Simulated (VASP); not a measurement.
# Al (Fd-3m) in VASP: single point with PBEsol

Aim: the single point of Al with PBEsol.

Program: VASP 6.6.1. These are calculated values, not measurements. Logs are shortened: lines on timing, memory, paths and dates and some standing lists are left out, and cuts for length are marked.

## (1) The cell of the first run

Symmetry: Fd-3m, No. 227, cubic system. Conventional cell: a = 5.483 Å, b = 5.483 Å, c = 5.483 Å, α = 90.00°, β = 90.00°, γ = 90.00°. Within 3.1 Å of Al (site symmetry -43m) lie 4 Al at 2.37 Å.

## (2) Single point, PBEsol

INCAR

```
ALGO     = Normal         # electronic algorithm
EDIFF    = 1E-6           # SCF threshold, eV
ENCUT    = 520            # plane-wave cutoff, eV
GGA      = PS             # functional
ISIF     = 2              # what is computed and relaxed
ISMEAR   = -1             # smearing method
LASPH    = True           # aspherical terms in the spheres
LCHARG   = False          # write CHGCAR
LREAL    = False          # projectors in reciprocal space
LWAVE    = False          # write WAVECAR
NBANDS   = 10             # bands
NELM     = 60             # most SCF steps
PREC     = Accurate       # precision mode
SIGMA    = 0.05           # smearing width, eV
```

KPOINTS

```
k-points
0
Gamma
  10 10 10
```

POSCAR

```
Al
1.0
    0.0000000000      2.7415165562      2.7415165562
    2.7415165562      0.0000000000      2.7415165562
    2.7415165562      2.7415165562      0.0000000000
Al
2
Direct
   -0.1250000000     -0.1250000000     -0.1250000000
    0.1250000000      0.1250000000      0.1250000000
```

Potentials or basis: VASP PAW PBE potentials, release 64 (Al).

On the command line:

```sh
$ cat potpaw_PBE.64/Al/POTCAR > POTCAR
$ mpirun -np 1 vasp_std > vasp.out
```

OUTCAR:

```text
EDIFF = 1E-6
   ENCUT = 520
   GGA = PS
   ISIF = 2
   ISMEAR = -1
   LASPH = True
   LREAL = False
   NELM = 60
   PREC = Accurate

 ion  position               nearest neighbor table
   1  0.875  0.875  0.875-   2 2.37   2 2.37   2 2.37   2 2.37
   2  0.125  0.125  0.125-   1 2.37   1 2.37   1 2.37   1 2.37

  LATTYP: Found a face centered cubic cell.
 ALAT       =     5.4830331124

  Lattice vectors:

 A1 = (   0.0000000000,   2.7415165562,   2.7415165562)
 A2 = (   2.7415165562,   0.0000000000,   2.7415165562)
 A3 = (   2.7415165562,   2.7415165562,   0.0000000000)

Analysis of symmetry for initial positions (statically):
=====================================================================
 Subroutine PRICEL returns:
 Original cell was already a primitive cell.

 Routine SETGRP: Setting up the symmetry group for a
 face centered cubic supercell.

 Subroutine GETGRP returns: Found 48 space group operations
 (whereof 12 operations were pure point group operations)
 out of a pool of 48 trial point group operations.

The static configuration has the point symmetry D_3d.
 The point group associated with its full space group is O_h .

Analysis of symmetry for dynamics (positions and initial velocities):
=====================================================================
 Subroutine PRICEL returns:
 Original cell was already a primitive cell.

 Routine SETGRP: Setting up the symmetry group for a
 face centered cubic supercell.

 Subroutine GETGRP returns: Found 48 space group operations
 (whereof 12 operations were pure point group operations)
 out of a pool of 48 trial point group operations.

The dynamic configuration has the point symmetry D_3d.
 The point group associated with its full space group is O_h .

 Subroutine INISYM returns: Found 48 space group operations
 (whereof 12 operations are pure point group operations),
 and found     1 'primitive' translations

----------------------------------------------------------------------------------------

                                     Primitive cell

  volume of cell :      41.2100

  direct lattice vectors                    reciprocal lattice vectors
     0.000000000  2.741516556  2.741516556    -0.182380806  0.182380806  0.182380806
     2.741516556  0.000000000  2.741516556     0.182380806 -0.182380806  0.182380806
     2.741516556  2.741516556  0.000000000     0.182380806  0.182380806 -0.182380806

  length of vectors
     3.877089895  3.877089895  3.877089895     0.315892823  0.315892823  0.315892823

  position of ions in fractional coordinates (direct lattice)
     0.875000000  0.875000000  0.875000000
     0.125000000  0.125000000  0.125000000

  ion indices of the primitive-cell ions
   primitive index   ion index
                 1           1
                 2           2

----------------------------------------------------------------------------------------

 KPOINTS: k-points

Automatic generation of k-mesh.
 Grid dimensions read from file:
 generate k-points for:   10   10   10

 Generating k-lattice:

  Cartesian coordinates                     Fractional coordinates (reciprocal lattice)
    -0.018238081  0.018238081  0.018238081     0.100000000  0.000000000  0.000000000
     0.018238081 -0.018238081  0.018238081     0.000000000  0.100000000  0.000000000
     0.018238081  0.018238081 -0.018238081     0.000000000  0.000000000  0.100000000

  Length of vectors
     0.031589282  0.031589282  0.031589282

  Shift w.r.t. Gamma in fractional coordinates (k-lattice)
     0.000000000  0.000000000  0.000000000

 Subroutine IBZKPT returns following result:
 ===========================================

 Found     47 irreducible k-points:

 Following reciprocal coordinates:
            Coordinates               Weight
  0.000000  0.000000  0.000000      1.000000
  0.100000  0.000000  0.000000      8.000000
  0.200000  0.000000  0.000000      8.000000
  0.300000  0.000000  0.000000      8.000000
  0.400000  0.000000  0.000000      8.000000
  0.500000  0.000000  0.000000      4.000000
[... 16 lines left out ...]
  0.300000  0.300000  0.000000      6.000000
  0.400000  0.300000  0.000000     24.000000
 [... further k-points ...]
   k-points           NKPTS =     47   k-points in BZ     NKDIM =     47   number of bands    NBANDS=     10
   number of dos      NEDOS =    301   number of ions     NIONS =      2
   total plane-waves  NPLWV =  27000
   dimension x,y,z NGX =    30 NGY =   30 NGZ =   30
   dimension x,y,z NGXF=    60 NGYF=   60 NGZF=   60
   ions per type =               2
   NGX,Y,Z   is equivalent  to a cutoff of  12.86, 12.86, 12.86 a.u.
   NGXF,Y,Z  is equivalent  to a cutoff of  25.73, 25.73, 25.73 a.u.
 SYSTEM =  unknown system
   PREC   = accura    normal or accurate (medium, high low for compatibility)
   ISTART =      0    job   : 0-new  1-cont  2-samecut
   ICHARG =      2    charge: 1-file 2-atom 10-const
   ISPIN  =      1    spin polarized calculation?
   LNONCOLLINEAR =      F non collinear calculations
   LSORBIT =      F    spin-orbit coupling
   LASPH  =      T    aspherical Exc in radial PAW
   ENCUT  =  520.0 eV  38.22 Ry    6.18 a.u.   7.21  7.21  7.21*2*pi/ulx,y,z
   NELM   =     60;   NELMIN=  2; NELMDL= -5     # of ELM steps
   EDIFF  = 0.1E-05   stopping-criterion for ELM
   LREAL  =      F    real-space projection
   EDIFFG = 0.1E-04   stopping-criterion for IOM
   NSW    =      0    number of steps for IOM
   IBRION =     -1    ionic relax: 0-MD 1-quasi-New 2-CG
   NFREE  =      0    steps in history (QN), initial steepest desc. (CG)
   ISIF   =      2    stress and relaxation
   ISYM   =      2    0-nonsym 1-usesym 2-fastsym
   POTIM  = 0.5000    time-step for ionic-motion
   TEBEG  =    0.0;   TEEND  =   0.0 temperature during run
   PSTRESS=    0.0 pullay stress
   NELECT =       6.0000    total number of electrons
   NUPDOWN=      -1.0000    fix difference up-down
   EMIN   =  10.00;   EMAX   =-10.00  energy-range for DOS
   EFERMI =   0.00;   METHOD = LEGACY
   ISMEAR =    -1;   SIGMA  =   0.05  broadening in eV -4-tet -1-fermi 0-gaus
   EFERMI_NEDOS =   21; number of points for ismear=-14 and -15
   IALGO  =     38    algorithm
   IMIX   =      4    mixing-type and parameters
     AMIX     =   0.40;   BMIX     =  1.00
     AMIX_MAG =   1.60;   BMIX_MAG =  1.00
  volume/ion in A,a.u.               =      20.61       139.05
  Fermi-wavevector in a.u.,A,eV,Ry     =   0.861240  1.627508 10.091917  0.741735
  Thomas-Fermi vector in A             =   1.978865
   LORBIT       =      0    0 simple, 1 ext, 2 COOP (PROOUT), +10 PAW based schemes
   GGA     = PS    functional components
   LHFCALC =     F    Hartree Fock is set to
   AEXX    =    0.0000 exact exchange contribution
   IVDW    =     0    specifies the selected vdW correction
   LEPSILON=     F    determine dielectric tensor
   LRPA    =     F    only Hartree local field effects (RPA)
 non-spin polarized calculation
  energy-cutoff  :      520.00
  volume of cell :       41.21
 maximum number of plane-waves:      1123
 NGX is ok and might be reduce to    30
   NGX = 15   NGY = 15   NGZ = 15

 number of electron       6.0000000 magnetization

 Free energy of the ion-electron system (eV)
  ---------------------------------------------------
  ext. energy  EPLUGINS =         0.00000000
  ---------------------------------------------------
  free energy    TOTEN  =        -5.93398492 eV

  energy without entropy =       -5.92582712  energy(sigma->0) =       -5.92990602

 E-fermi :   4.8440     XC(G=0):  -9.2425

 val. band max:        4.8419188485   @ k =   0.5000   0.3000   0.0000
 cond. band min:       4.9219961400   @ k =  -0.3000   0.3000   0.1000
 fundamental gap:      0.0800772915
 Fermi energy:         4.8439785711

 k-point     1 :       0.0000    0.0000    0.0000
  band No.  band energies     occupation
      1      -4.3571      2.00000
      2       7.5939      0.00000
      3       7.5939      0.00000
      4       7.5939      0.00000
      5       9.4085      0.00000
      6       9.4085      0.00000
      7       9.4085      0.00000
      8      13.2191      0.00000
      9      13.4358      0.00000
     10      13.4358      0.00000

 k-point     2 :       0.1000    0.0000    0.0000
  band No.  band energies     occupation
      1      -4.2176      2.00000
      2       6.4210      0.00000
      3       7.3447      0.00000
      4       7.3447      0.00000
      5       9.7549      0.00000
      6       9.7697      0.00000
      7       9.7697      0.00000
      8      12.9888      0.00000
      9      12.9888      0.00000
     10      13.6724      0.00000

 k-point     3 :       0.2000    0.0000    0.0000
  band No.  band energies     occupation
      1      -3.8030      2.00000
      2       4.5163      1.99716
      3       6.9349      0.00000
      4       6.9349      0.00000
      5       9.7618      0.00000
      6      10.2277      0.00000
      7      10.2277      0.00000
      8      12.6724      0.00000
      9      12.6724      0.00000
     10      14.2186      0.00000

 k-point     4 :       0.3000    0.0000    0.0000
  band No.  band energies     occupation
      1      -3.1285      2.00000
      2       2.6529      2.00000
      3       6.6173      0.00000
      4       6.6173      0.00000
      5       9.5845      0.00000
      6      10.0385      0.00000
      7      10.0385      0.00000
      8      13.5017      0.00000
      9      13.5017      0.00000
     10      13.7384      0.00000
[... 222 lines left out ...]
 k-point    22 :      -0.2000    0.2000    0.0000
  band No.  band energies     occupation
      1      -2.8991      2.00000
      2       3.3656      2.00000
      3       3.9986      2.00000
      4       6.7262      0.00000
      5       9.7341      0.00000
      6      10.8346      0.00000
      7      11.2919      0.00000
      8      11.6240      0.00000
      9      12.8719      0.00000
     10      17.2611      0.00000

 k-point    23 :       0.3000    0.3000    0.0000
  band No.  band energies     occupation
      1      -2.7018      2.00000
      2       3.7782      2.00000
      3       5.0253      0.05186
      4       5.0253      0.05186
      5       7.3298      0.00000
      6       8.2570      0.00000
      7      13.8332      0.00000
      8      13.8332      0.00000
      9      15.1721      0.00000
     10      18.3321      0.00000

 k-point    24 :       0.4000    0.3000    0.0000
  band No.  band energies     occupation
      1      -2.0339      2.00000
      2       2.6993      2.00000
      3       4.2058      1.99999
      4       4.8180      1.25406
      5       7.4085      0.00000
      6       8.3602      0.00000
      7      13.8799      0.00000
      8      14.2889      0.00000
      9      16.4666      0.00000
     10      18.5255      0.00000

 [... further k-points ...]
[... 5 lines left out ...]
  --------------------------------------------------------------------------------------
  -------------------------------------------------------------------------------------
  Total        4.7270392      4.7270392      4.7270392     -0.0000000     -0.0000000      0.0000000
  in kB      183.7795457    183.7795457    183.7795457     -0.0000000     -0.0000000      0.0000000
  external PRESSURE =     183.7795457 kB  Pullay stress =       0.0000000 kB

 VOLUME and BASIS-vectors are now :
 -----------------------------------------------------------------------------
  energy-cutoff  :      520.00
  volume of cell :       41.21
      direct lattice vectors                 reciprocal lattice vectors
     0.000000000  2.741516556  2.741516556    -0.182380806  0.182380806  0.182380806
     2.741516556  0.000000000  2.741516556     0.182380806 -0.182380806  0.182380806
     2.741516556  2.741516556  0.000000000     0.182380806  0.182380806 -0.182380806

 POSITION                                       TOTAL-FORCE (eV/Angst)
 -----------------------------------------------------------------------------------
      4.79765      4.79765      4.79765        -0.000000      0.000000      0.000000
      0.68538      0.68538      0.68538         0.000000     -0.000000     -0.000000
 -----------------------------------------------------------------------------------
    total drift:                               -0.000000     -0.000000      0.000000

  FREE ENERGIE OF THE ION-ELECTRON SYSTEM (eV)
  ---------------------------------------------------
  free  energy   TOTEN  =        -5.9339849235 eV

  energy  without entropy=       -5.9258271184  energy(sigma->0) =       -5.92990602
```

Wall time 17 s (1 thread of Intel Xeon 6975P-C (Granite Rapids), shared host); peak memory 0.16 GiB.

Results:

| Item | Value |
| --- | --- |
| Free energy | -5.9340 eV |
| Pressure | 18.4 GPa |
| Band gap on the k mesh | zero (band 3 reaches 7.59 eV, above the bottom of band 4 at 2.96 eV) |

Caveat: the PAW data sets were made with another functional, which shifts forces and pressure a little.
